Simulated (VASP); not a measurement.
# CO2 (Cmce) in VASP: notebook, part 2 of 2

VASP 6.6.1.

**4. Relaxation of cell and atoms, r2SCAN, target pressure 40 GPa, at which the enthalpy is minimised**

This run uses another cell than the first one, of 8.25 Å³/atom.

POSCAR

```
CO2
1.0
    2.1567684848     -2.0119224875      0.0000000000
    2.1567684848      2.0119224875      0.0000000000
    0.0000000000      0.0000000000      5.7016132854
C O
2 4
Direct
    0.0000000000      0.0000000000      0.0000000000
    0.5000000000      0.5000000000      0.5000000000
    0.7720041266      0.2279958734      0.1212576088
    0.2279958734      0.7720041266      0.8787423912
    0.7279958734      0.2720041266      0.6212576088
    0.2720041266      0.7279958734      0.3787423912
```

INCAR.step1

```
SYSTEM = CO2
PREC = Accurate
ENCUT = 600
ISMEAR = 0
SIGMA = 0.01
LREAL = .False.
LASPH = .True.
NELM = 100
GGA = PE
ALGO = Normal
EDIFF = 1E-4
LWAVE = .True.
LCHARG = .False.
```

INCAR.step2

```
SYSTEM = CO2
PREC = Accurate
ENCUT = 600
EDIFF = 1E-6
ISMEAR = 0
SIGMA = 0.01
LREAL = .False.
LASPH = .True.
NELM = 100
ALGO = Normal
ISIF = 3
LWAVE = .False.
LCHARG = .False.
METAGGA = R2SCAN
LMIXTAU = .True.
IBRION = 2
NSW = 80
EDIFFG = -0.003
PSTRESS = 400.0
ISTART = 1
```

KPOINTS

```
Automatic mesh
0
Gamma
  6 6 5
  0 0 0
```

Potentials or basis: VASP PAW PBE potentials, release 64 (C, O).

Started as:

```bash
> cat potpaw_PBE.64/C/POTCAR potpaw_PBE.64/O/POTCAR > POTCAR
> cp INCAR.step1 INCAR
> mpirun -np 1 vasp_std > vasp.out
> cp INCAR.step2 INCAR
> mpirun -np 1 vasp_std > vasp.out
```

OUTCAR:

```text
SYSTEM = CO2
   PREC = Accurate
   ENCUT = 600
   EDIFF = 1E-6
   ISMEAR = 0
   LREAL = .False.
   LASPH = .True.
   NELM = 100
   ISIF = 3
   METAGGA = R2SCAN
   IBRION = 2
   NSW = 80
   EDIFFG = -0.003
   PSTRESS = 400.0
   ISTART = 1

 ion  position               nearest neighbor table
   1  0.000  0.000  0.000-   3 1.15   4 1.15
   2  0.500  0.500  0.500-   5 1.15   6 1.15
   3  0.772  0.228  0.121-   1 1.15
   4  0.228  0.772  0.879-   1 1.15
   5  0.728  0.272  0.621-   2 1.15
   6  0.272  0.728  0.379-   2 1.15

  LATTYP: Found a base centered orthorhombic cell.
 ALAT       =     4.0238449750
 B/A-ratio  =     1.0719938259
 C/A-ratio  =     1.4169564983

  Lattice vectors:

 A1 = (  -2.1567684848,  -2.0119224875,   0.0000000000)
 A2 = (   2.1567684848,  -2.0119224875,   0.0000000000)
 A3 = (   0.0000000000,   0.0000000000,   5.7016132854)

Analysis of symmetry for initial positions (statically):
=====================================================================
 Subroutine PRICEL returns:
 Original cell was already a primitive cell.

 Routine SETGRP: Setting up the symmetry group for a
 base centered orthorhombic supercell.

[... 186 lines left out ...]
  in kB      291.2176742    369.8965566    333.2075504      0.0000000      0.0000000      0.0000000
  external PRESSURE =     -68.5594063 kB  Pullay stress =     400.0000000 kB
[... 109 lines left out ...]
  energy  without entropy=      -49.4174395150  energy(sigma->0) =      -49.41743951

  enthalpy is  TOTEN    =       -37.3746872823 eV   P V=       12.0427522326

[... ionic steps 4 to 32 ...]

--------------------------------------- Ionic step       33  -------------------------------------------

 number of electron      32.0000002 magnetization

------------------------ aborting loop because EDIFF is reached ----------------------------------------
[... 79 lines left out ...]
--------------------------------------- Ionic step       35  -------------------------------------------

 number of electron      32.0000002 magnetization

 Free energy of the ion-electron system (eV)
  ---------------------------------------------------
  ext. energy  EPLUGINS =         0.00000000
  ---------------------------------------------------
  free energy    TOTEN  =       -49.01055445 eV

  energy without entropy =      -49.01055445  energy(sigma->0) =      -49.01055445

 E-fermi :   1.9106     XC(G=0): -12.0978

 val. band max:        1.8519464739   @ k =   0.5000   0.5000   0.0000
 cond. band min:       7.1156156006   @ k =   0.0000   0.0000   0.0000
 fundamental gap:      5.2636691266
 Fermi energy:         1.9105671614

 k-point     1 :       0.0000    0.0000    0.0000
  band No.  band energies     occupation
      1     -22.4675      2.00000
      2     -21.4514      2.00000
      3     -20.2268      2.00000
      4     -19.5771      2.00000
      5      -6.2543      2.00000
      6      -4.6631      2.00000
[... 541 lines left out ...]
     19      11.7483      0.00000
     20      11.9360      0.00000

 [... further k-points ...]

------------------------ aborting loop because EDIFF is reached ----------------------------------------

  FORCE on cell =-STRESS in cart. coord.  units (eV):
  Direction    XX          YY          ZZ          XY          YZ          ZX
  --------------------------------------------------------------------------------------
  -------------------------------------------------------------------------------------
  Total       11.5723861     11.5804196     11.5842828      0.0000000     -0.0000000      0.0000000
  in kB      399.6380393    399.9154638    400.0488747      0.0000000     -0.0000000      0.0000000
  external PRESSURE =      -0.1325407 kB  Pullay stress =     400.0000000 kB
[... 25 lines left out ...]
  energy  without entropy=      -49.0105544451  energy(sigma->0) =      -49.01055445

  enthalpy is  TOTEN    =       -37.4276869498 eV   P V=       11.5828674953

 reached required accuracy - stopping structural energy minimisation
```

OSZICAR.step1:

```text
N       E                     dE             d eps       ncg     rms          rms(c)
DAV:   1     0.191931324530E+03    0.19193E+03   -0.20756E+04  1560   0.177E+03
DAV:   2    -0.368941460354E+02   -0.22883E+03   -0.21611E+03  2144   0.355E+02
DAV:   3    -0.467882970331E+02   -0.98942E+01   -0.98075E+01  1800   0.762E+01
DAV:   4    -0.469051372082E+02   -0.11684E+00   -0.11643E+00  1848   0.916E+00
DAV:   5    -0.469075789513E+02   -0.24417E-02   -0.24409E-02  1796   0.119E+00    0.142E+01
DAV:   6    -0.438595737077E+02    0.30480E+01   -0.10009E+01  1712   0.249E+01    0.621E+00
DAV:   7    -0.436273615429E+02    0.23221E+00   -0.42820E-01  1752   0.558E+00    0.349E+00
DAV:   8    -0.435790918896E+02    0.48270E-01   -0.30488E-01  1612   0.442E+00    0.818E-01
DAV:   9    -0.435743970953E+02    0.46948E-02   -0.31750E-02  1796   0.151E+00    0.241E-01
DAV:  10    -0.435742336616E+02    0.16343E-03   -0.27488E-03  1760   0.477E-01    0.436E-02
DAV:  11    -0.435743071497E+02   -0.73488E-04   -0.20057E-04  1404   0.121E-01
   1 F= -.43574307E+02 E0= -.43574307E+02  d E =-.814233E-44
```

Wall time 29 min (1 thread of AMD EPYC 7R13 (Zen 3), shared host); peak memory 0.16 GiB.

Results:

- Free energy: -49.0106 eV
- Relaxed volume: 7.73 Å³/atom
- Relaxed cell: a = 2.884 Å, b = 2.884 Å, c = 5.589 Å, α = 90.00°, β = 90.00°, γ = 86.49°
- Space group after relaxing (to 0.1 Å): Cmce (No. 64)
- Energy change on relaxing (the run minimises the enthalpy): +108.7 meV/atom
- Ionic steps: 35
- Pressure after relaxing: 40.0 GPa
- Band gap on the k mesh: 5.26 eV (least direct gap 6.78 eV)

Step by step:
```csv
step,energy change (eV),largest force (eV/Å),pressure (GPa),volume (Å³)
1,0.0000,0.8295,33.14,49.48
2,0.6219,2.4445,26.21,46.99
3,0.2455,0.8568,29.40,48.24
4,0.6096,0.1322,38.71,46.57
5,0.6568,0.0522,39.89,46.38
6,0.6660,0.0379,40.07,46.34
7,0.6607,0.0291,40.17,46.36
8,0.6518,0.0686,40.29,46.40
9,0.6543,0.0550,40.25,46.39
10,0.6505,0.0488,40.17,46.40
11,0.6391,0.0330,39.91,46.45
12,0.6362,0.0288,39.86,46.46
13,0.6335,0.0254,39.80,46.47
14,0.6348,0.0194,39.76,46.47
15,0.6386,0.0124,39.74,46.45
16,0.6463,0.0387,39.71,46.42
17,0.6480,0.0318,39.76,46.41
18,0.6529,0.0123,39.93,46.39
19,0.6629,0.0283,40.29,46.35
20,0.6577,0.0065,40.13,46.37
21,0.6568,0.0046,40.10,46.38
22,0.6565,0.0049,40.08,46.38
23,0.6564,0.0037,40.07,46.38
24,0.6561,0.0020,40.08,46.38
25,0.6554,0.0004,40.02,46.38
26,0.6540,0.0032,40.00,46.39
27,0.6512,0.0069,39.94,46.40
28,0.6521,0.0062,39.97,46.40
29,0.6530,0.0034,39.99,46.39
30,0.6526,0.0060,40.00,46.39
31,0.6523,0.0055,39.98,46.39
32,0.6522,0.0052,39.97,46.40
33,0.6531,0.0182,40.08,46.39
34,0.6525,0.0033,39.99,46.39
35,0.6524,0.0008,39.99,46.39
```

Final structure:
```yaml
crystal:
  lattice:
    - [2.10073, -1.97571, 0.00000]
    - [2.10073, 1.97571, 0.00000]
    - [0.00000, 0.00000, 5.58912]
  atoms:
    - { symbol: C, position: [0.00000, 0.00000, 0.00000] }
    - { symbol: C, position: [0.50000, 0.50000, 0.50000] }
    - { symbol: O, position: [0.76607, 0.23393, 0.12328] }
    - { symbol: O, position: [0.23393, 0.76607, 0.87672] }
    - { symbol: O, position: [0.73393, 0.26607, 0.62328] }
    - { symbol: O, position: [0.26607, 0.73393, 0.37672] }
```

Caveat: the cell is relaxed towards a set pressure, so the run minimises the enthalpy, not the energy; the PAW data sets were made with another functional, which shifts forces and pressure a little.

**5. Overview**

```csv
task,cell,cutoff (eV),gap on the mesh (eV),pressure (GPa),largest force (eV/Å)
single point,"a = 2.883, b = 2.883, c = 5.611 Å, angles 90.0, 90.0, 86.4°, 6 atoms, atomic positions A",520,5.46,43.9,0.88
single point,"a = 3.186, b = 3.186, c = 6.003 Å, angles 90.0, 90.0, 85.0°, 6 atoms, atomic positions B",520,6.77,12.8,0.82
relaxation of cell and atoms,"relaxed to 40 GPa from a = 2.949, b = 2.949, c = 5.702 Å, angles 90.0, 90.0, 86.0°, 6 atoms, atomic positions C",600,5.26,40.0,-
```

Alike in all rows: level r2SCAN; potentials or basis VASP PAW PBE potentials, release 64 (C, O); no spin polarisation; k mesh 6 × 6 × 5; smearing gaussian 0.01 eV.

Caveats: the PAW data sets were made with another functional, which shifts forces and pressure a little; the stress differs along the axes, from 39 to 48 GPa (at least some runs); the stress differs along the axes, from 10 to 16 GPa (at least some runs); the cell is relaxed towards a set pressure, so the run minimises the enthalpy, not the energy (at least some runs).

Absolute energies hang on the potentials; compare differences alone.
